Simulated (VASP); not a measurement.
Crystal: Sn2Ge.

```xyz
3
Lattice="0.0000 3.1430 3.1430 3.1430 0.0000 3.1430 3.1430 3.1430 0.0000" Properties=species:S:1:pos:R:3 pbc="T T T"
Sn    4.7145    4.7145    4.7145
Sn    1.5715    1.5715    1.5715
Ge    0.0000    0.0000    0.0000
```

| Property | Result |
| --- | --- |
| Program | VASP 6.6.1 |
| Task | relaxation of cell and atoms |
| Functional | PBE |
| Potentials or basis | VASP PAW PBE potentials, release 64 (Sn_d, Ge_d) |
| Cutoff | 600 eV |
| k mesh | 6 × 6 × 6 |
| Occupations | gaussian, width 0.1 eV |
| Spin | no spin polarisation |

At the start: pressure 28.7 GPa; volume 20.70 Å³/atom.

Q: Where does the relaxation end?

A: Over 4 steps the energy falls by 523.6 meV/atom and the volume is 28.66 Å³/atom (+38.5 %); space group Fm-3m (No. 225, to 0.05 Å).

Step by step:
| step | energy change (eV) | largest force (eV/Å) | pressure (GPa) | volume (Å³) |
| --- | --- | --- | --- | --- |
| 1 | 0.0000 | 0.0000 | 28.73 | 62.09 |
| 2 | -1.2749 | 0.0000 | -5.13 | 101.78 |
| 3 | -1.5699 | 0.0000 | 0.34 | 85.15 |
| 4 | -1.5707 | 0.0000 | -0.05 | 85.97 |

Final structure:
```xyz
3
Lattice="0.0000 3.5030 3.5030 3.5030 0.0000 3.5030 3.5030 3.5030 0.0000" Properties=species:S:1:pos:R:3 pbc="T T T"
Sn    5.2545    5.2545    5.2545
Sn    1.7515    1.7515    1.7515
Ge    3.5030    3.5030    0.0000
```

Caveat: the volume moved by over 15 % at a fixed basis, so the end points are rough.
